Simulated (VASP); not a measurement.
NbH2:

```xyz
3
Lattice="2.8700 0.0000 0.0000 -1.4350 2.4855 0.0000 0.0000 0.0000 3.1570" Properties=species:S:1:pos:R:3 pbc="T T T"
Nb    0.0000    0.0000    0.0000
H     0.0000    1.6570    1.5785
H     1.4350    0.8285    1.5785
```

- Program: VASP 6.6.1
- Task: relaxation of cell and atoms
- Functional: PBEsol
- Potentials or basis: VASP PAW PBE potentials, release 64 (Nb_sv, H)
- Cutoff: 600 eV
- k mesh: 7 × 7 × 6
- Occupations: methfessel-paxton, width 0.05 eV
- Spin: no spin polarisation

At the start: pressure -0.9 GPa; volume 7.51 Å³/atom.

Problem. How do energy, volume and symmetry change on relaxing?

Solution. Over 12 steps the energy falls by 71.5 meV/atom and the volume is 7.38 Å³/atom (-1.7 %); space group P6/mmm (No. 191, to 0.05 Å).

Step by step:
```csv
step,energy change (eV),largest force (eV/Å),pressure (GPa),volume (Å³)
1,0.0000,0.0000,-0.89,22.52
2,-0.0467,0.0000,-0.24,22.37
3,-0.1057,0.0000,2.08,22.01
4,-0.1257,0.0000,12.00,21.03
5,-0.1768,0.0000,4.18,21.68
6,-0.1979,0.0000,7.01,21.37
7,-0.1759,0.0000,-3.37,22.69
8,-0.2079,0.0000,2.78,21.84
9,-0.2140,0.0000,-1.15,22.30
10,-0.2146,0.0000,-0.39,22.20
11,-0.2146,0.0000,-0.31,22.19
12,-0.2146,0.0000,0.13,22.14
```

Final structure:
```
Nb H
1.0
     3.07787    0.00000    0.00000
    -1.53894    2.66551    0.00000
     0.00000    0.00000    2.69849
Nb H
1 2
Direct
  0.00000 0.00000 0.00000
  0.33333 0.66667 0.50000
  0.66667 0.33333 0.50000
```

Caveat: the k points lie up to 0.39 Å⁻¹ apart in the final cell; the PAW data sets were made with another functional, which shifts forces and pressure a little.
